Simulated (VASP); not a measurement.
WC:

```
CELL_PARAMETERS angstrom
2.88207 0.00000 0.00000
-1.44104 2.49595 0.00000
0.00000 0.00000 2.82387
ATOMIC_POSITIONS crystal
W 0.00000 0.00000 0.00000
C 0.66667 0.33333 0.50000
```

```yaml
Program: VASP 6.6.1
Task: relaxation of cell and atoms
Functional: r2SCAN
Potentials_or_basis: VASP PAW PBE potentials, release 64 (W_sv, C)
Cutoff: 600 eV
k_mesh: 9 × 9 × 8
Occupations: gaussian, width 0.1 eV
Spin: no spin polarisation
```

At the start: pressure 12.6 GPa; volume 10.16 Å³/atom.

Problem. How do energy, volume and symmetry change on relaxing?

Solution. Over 6 steps the energy falls by 12.2 meV/atom and the volume is 10.46 Å³/atom (+3.0 %); space group P-6m2 (No. 187, to 0.1 Å) before and after.

The path:
```csv
step,energy change (eV),largest force (eV/Å),pressure (GPa),volume (Å³)
1,0.0000,0.0000,12.58,20.31
2,0.1474,0.0000,-28.15,22.75
3,-0.0239,0.0000,-0.55,20.95
4,-0.0239,0.0000,-0.16,20.93
5,-0.0239,0.0000,0.19,20.93
6,-0.0244,0.0000,-0.01,20.93
```

Final structure:
```yaml
crystal:
  lattice:
    - [2.91714, 0.00000, 0.00000]
    - [-1.45857, 2.52632, 0.00000]
    - [0.00000, 0.00000, 2.83991]
  atoms:
    - { symbol: W, position: [0.00000, 0.00000, 0.00000] }
    - { symbol: C, position: [0.66667, 0.33333, 0.50000] }
```

Caveat: the PAW data sets were made with another functional, which shifts forces and pressure a little.
